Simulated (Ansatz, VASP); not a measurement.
## Two plane-wave programs on SiC

```
CELL_PARAMETERS angstrom
0.00000 2.19983 2.19983
2.19983 0.00000 2.19983
2.19983 2.19983 0.00000
ATOMIC_POSITIONS crystal
Si 0.00000 0.00000 0.00000
C 0.25000 0.25000 0.25000
```

Change from the starting cell: hydrostatic strain +1.0%.

Alike in both runs: task single point; functional HSE06; k mesh 8 × 8 × 8; no spin polarisation.

|  | VASP | Ansatz |
| --- | --- | --- |
| version | VASP 6.6.1 | Ansatz 0.2.0 |
| potentials or method | VASP PAW PBE potentials, release 64 (Si, C) | plane waves, PAW |
| plane-wave cutoff (eV) | 520 | 420 |
| occupations | gaussian, width 0.01 eV | fixed |
| valence electrons in the cell | 8 | 8 |

```csv
,VASP,Ansatz,Ansatz less VASP
gap on the k mesh at the Fermi level (eV),2.25,2.24,-0.004
pressure (GPa),-7.9,-7.6,+0.35
```

Ansatz's warnings: stress exchange threshold loose, stress scf threshold loose.
